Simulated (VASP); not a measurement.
# FeSi2 (P4/mmm) in VASP: further runs, part 2 of 2

VASP 6.6.1. The steps go on from the part before.

## 3. Relaxation of shape and atoms at fixed volume, PBEsol (volume scaled by 0.91)

INCAR

```
PREC = Accurate ; ENCUT = 600
EDIFF = 1E-6 ; ISMEAR = 0
SIGMA = 0.1 ; LREAL = False
LASPH = True ; NELM = 80
ALGO = Normal ; ISIF = 4
LWAVE = False ; LCHARG = False
GGA = PS ; IBRION = 2
NSW = 50 ; EDIFFG = -0.01
```

KPOINTS

```
regular mesh
0
Gamma
  16 16 8
```

POSCAR

```
FeSi2
1.0
    2.5861104864      0.0000000000      0.0000000000
    0.0000000000      2.5861104864      0.0000000000
    0.0000000000      0.0000000000      4.9764824530
Fe Si
1 2
Direct
    0.0000000000      0.0000000000      0.0000000000
    0.5000000000      0.5000000000      0.2737616846
    0.5000000000      0.5000000000      0.7262383154
```

Potentials or basis: VASP PAW PBE potentials, release 64 (Fe, Si).

Started as:

```
cat potpaw_PBE.64/Fe/POTCAR potpaw_PBE.64/Si/POTCAR > POTCAR
mpirun -np 1 vasp_std > vasp.out
```

OUTCAR:

```text
PREC = Accurate
   ENCUT = 600
   EDIFF = 1E-6
   ISMEAR = 0
   LREAL = False
   LASPH = True
   NELM = 80
   ISIF = 4
   GGA = PS
   IBRION = 2
   NSW = 50
   EDIFFG = -0.01

 ion  position               nearest neighbor table
   1  0.000  0.000  0.000-   2 2.28   3 2.28   2 2.28   3 2.28   2 2.28   3 2.28   2 2.28   3 2.28

   2  0.500  0.500  0.274-   3 2.25   1 2.28   1 2.28   1 2.28   1 2.28   3 2.72
   3  0.500  0.500  0.726-   2 2.25   1 2.28   1 2.28   1 2.28   1 2.28   2 2.72

  LATTYP: Found a simple tetragonal cell.
 ALAT       =     2.5861104864
 C/A-ratio  =     1.9243116175

  Lattice vectors:

 A1 = (   2.5861104864,   0.0000000000,   0.0000000000)
 A2 = (   0.0000000000,   2.5861104864,   0.0000000000)
 A3 = (   0.0000000000,   0.0000000000,   4.9764824530)

Analysis of symmetry for initial positions (statically):
[... 346 lines left out ...]
      3       2.6356      2.00000
      4       7.2685      2.00000
      5       9.3073      2.00000
      6       9.6940      2.00000
      7       9.6940      2.00000
      8      10.7560      2.00000
      9      16.6065      0.00000
     10      16.6065      0.00000
     11      18.0913      0.00000
     12      18.5767      0.00000
[... 331 lines left out ...]
 k-point    24 :       0.5000    0.1250    0.0000
  band No.  band energies     occupation
      1       1.2763      2.00000
      2       3.0176      2.00000
      3       4.1447      2.00000
      4       6.4732      2.00000
      5       6.9768      2.00000
      6       7.9876      2.00000
      7       9.2989      2.00000
      8      10.4600      2.00000
      9      11.3888      0.27871
     10      13.2315      0.00000
     11      13.8226      0.00000
     12      17.1112      0.00000

 [... further k-points ...]

------------------------ aborting loop because EDIFF is reached ----------------------------------------

  FORCE on cell =-STRESS in cart. coord.  units (eV):
  Direction    XX          YY          ZZ          XY          YZ          ZX
  --------------------------------------------------------------------------------------
  -------------------------------------------------------------------------------------
  Total        4.8633455      4.8633455      4.8617539      0.0000000      0.0000000      0.0000000
  in kB      234.1149109    234.1149109    234.0382936      0.0000000      0.0000000      0.0000000
  external PRESSURE =     234.0893718 kB  Pullay stress =       0.0000000 kB
[... 18 lines left out ...]
  FREE ENERGIE OF THE ION-ELECTRON SYSTEM (eV)
  ---------------------------------------------------
  free  energy   TOTEN  =       -21.7286904063 eV

  energy  without entropy=      -21.7239566095  energy(sigma->0) =      -21.72632351

 reached required accuracy - stopping structural energy minimisation
```

OSZICAR:

```text
N       E                     dE             d eps       ncg     rms          rms(c)
DAV:   1     0.761921050283E+02    0.76192E+02   -0.80764E+03  5432   0.155E+03
DAV:   2    -0.183773967740E+02   -0.94570E+02   -0.86598E+02  5444   0.269E+02
DAV:   3    -0.233318251914E+02   -0.49544E+01   -0.47150E+01  7040   0.694E+01
[... 36 lines left out ...]
DAV:   1    -0.217287715735E+02   -0.14096E-03   -0.25539E-03  6360   0.505E-01    0.584E-02
DAV:   2    -0.217287795560E+02   -0.79826E-05   -0.55755E-04  7724   0.565E-01    0.875E-02
DAV:   3    -0.217286993966E+02    0.80159E-04   -0.30682E-04  7648   0.435E-01    0.208E-02
DAV:   4    -0.217286907944E+02    0.86022E-05   -0.19406E-05  7896   0.659E-02    0.665E-03
DAV:   5    -0.217286904063E+02    0.38806E-06   -0.17630E-06  3772   0.160E-02
   5 F= -.21728690E+02 E0= -.21726324E+02  d E =-.114834E-03
```

CONTCAR:

```text
FeSi2
   1.00000000000000
     2.5820400385531475   -0.0000000000000000    0.0000000000000000
    -0.0000000000000000    2.5820400385531475    0.0000000000000000
    -0.0000000000000000    0.0000000000000000    4.9921851366427310
  Fe              Si
     1     2
Direct
     0.0000000000000000    0.0000000000000000    1.0000000000000000
     0.5000000000000000    0.5000000000000000    0.2748314451195900
     0.5000000000000000    0.5000000000000000    0.7251685548804099

  0.00000000E+00  0.00000000E+00  0.00000000E+00
  0.00000000E+00  0.00000000E+00  0.00000000E+00
  0.00000000E+00  0.00000000E+00  0.00000000E+00
```

It took 3.2 min on 1 thread of Intel Xeon 6975P-C, shared host; peak memory 0.26 GiB.

What came out:

```yaml
Free_energy: -21.7287 eV
Energy_gained_by_relaxing: 0.5 meV/atom
Ionic_steps: 5
Pressure_after_relaxing: 23.4 GPa
Band_gap_on_the_k_mesh: zero (band 8 reaches 11.67 eV, above the bottom of band 9 at 11.07 eV)
```

Step by step:
```tsv
step	energy change (eV)	largest force (eV/Å)	pressure (GPa)	volume (Å³)
1	0.0000	0.1846	23.73	33.28
2	-0.0009	0.1555	23.27	33.28
3	-0.0013	0.0309	23.39	33.28
4	-0.0014	0.0222	23.36	33.28
5	-0.0014	0.0000	23.41	33.28
```

Final structure:
```
CELL_PARAMETERS angstrom
2.58204 0.00000 0.00000
0.00000 2.58204 0.00000
0.00000 0.00000 4.99219
ATOMIC_POSITIONS crystal
Fe 0.00000 0.00000 0.00000
Si 0.50000 0.50000 0.27483
Si 0.50000 0.50000 0.72517
```

Caveat: the cell differs from its parent crystal (volume scaled by 0.91); the PAW data sets were made with another functional, which shifts forces and pressure a little.

## 4. Relaxation of shape and atoms at fixed volume, PBEsol (volume scaled by 0.94)

INCAR

```
SYSTEM = FeSi2
  PREC = Accurate
  ENCUT = 600
  EDIFF = 1E-6
  ISMEAR = 0
  SIGMA = 0.1
  LREAL = .FALSE.
  LASPH = .TRUE.
  NELM = 60
  ALGO = Normal
  ISIF = 4
  LWAVE = .FALSE.
  LCHARG = .FALSE.
  GGA = PS
  IBRION = 2
  NSW = 50
  EDIFFG = -0.01
```

KPOINTS

```
Automatic mesh
0
G
  16 16 8
  0 0 0
```

POSCAR

```
FeSi2
1.0
    2.6179516209      0.0000000000      0.0000000000
    0.0000000000      2.6179516209      0.0000000000
    0.0000000000      0.0000000000      5.0162578885
Fe Si
1 2
Direct
    0.0000000000      0.0000000000      0.0000000000
    0.5000000000      0.5000000000      0.2728531388
    0.5000000000      0.5000000000      0.7271468612
```

Started as:

```
cat potpaw_PBE.64/Fe/POTCAR potpaw_PBE.64/Si/POTCAR > POTCAR
mpirun -np 1 vasp_std > vasp.out
```

It took 3.2 min on 1 thread of Intel Xeon 6975P-C, shared host; peak memory 0.26 GiB.

It converged, with:

```
Free energy               : -21.8575 eV
Energy gained by relaxing : 0.4 meV/atom
Ionic steps               : 5
Pressure after relaxing   : 14.4 GPa
Band gap on the k mesh    : zero (band 8 reaches 11.16 eV, above the bottom of band 9 at 10.64 eV)
```

The path:
```csv
step,energy change (eV),largest force (eV/Å),pressure (GPa),volume (Å³)
1,0.0000,0.1729,14.76,34.38
2,-0.0010,0.1196,14.35,34.38
3,-0.0013,0.0271,14.43,34.38
4,-0.0013,0.0162,14.41,34.38
5,-0.0013,0.0007,14.45,34.38
```

Final structure:
```
Fe Si
1.0
     2.61393    0.00000    0.00000
     0.00000    2.61393    0.00000
     0.00000    0.00000    5.03170
Fe Si
1 2
Direct
  0.00000 0.00000 0.00000
  0.50000 0.50000 0.27392
  0.50000 0.50000 0.72608
```

Levels at points of the mesh, in eV from the Fermi level:
```
           k point  band 5  band 6  band 7  band 8  band 9  band 10  band 11  band 12
(0.00, 0.00, 0.00)   -1.89   -1.59   -1.59   -0.59    5.05     5.05     6.70     7.22
(0.50, 0.00, 0.00)   -4.06   -3.51   -2.15   -1.15    0.09     1.74     2.38     8.04
(0.50, 0.50, 0.00)   -4.63   -3.26   -2.53    0.29    1.13     2.70     2.93     2.93
(0.00, 0.00, 0.50)   -2.62   -1.63   -1.63   -0.59    2.71     6.33     6.33     6.34
(0.50, 0.00, 0.50)   -3.46   -2.69   -2.15   -1.16    0.76     2.55     4.78     5.27
(0.50, 0.50, 0.50)   -3.33   -3.33   -2.00    0.24    0.24     0.29     0.89     3.48
```

Caveat: the cell differs from its parent crystal (volume scaled by 0.94); the PAW data sets were made with another functional, which shifts forces and pressure a little. Spin polarisation is off, so any magnetic state and its effect on volume and gap are missing.

## 5. Summary

```csv
task,cell,cutoff (eV),gap on the mesh (eV),pressure (GPa)
single point,"a = 2.736, b = 2.736, c = 5.178 Å, 3 atoms",520,none,-9.6
relaxation of shape and atoms at fixed volume,"relaxed from a = 2.586, b = 2.586, c = 4.976 Å, 3 atoms",600,none,23.4
relaxation of shape and atoms at fixed volume,"relaxed from a = 2.618, b = 2.618, c = 5.016 Å, 3 atoms",600,none,14.4
```

Alike in all rows: level PBEsol; potentials or basis VASP PAW PBE potentials, release 64 (Fe, Si); no spin polarisation; k mesh 16 × 16 × 8; smearing gaussian 0.1 eV.

Caveats: the PAW data sets were made with another functional, which shifts forces and pressure a little.

Absolute energies hang on the potentials; compare differences alone.
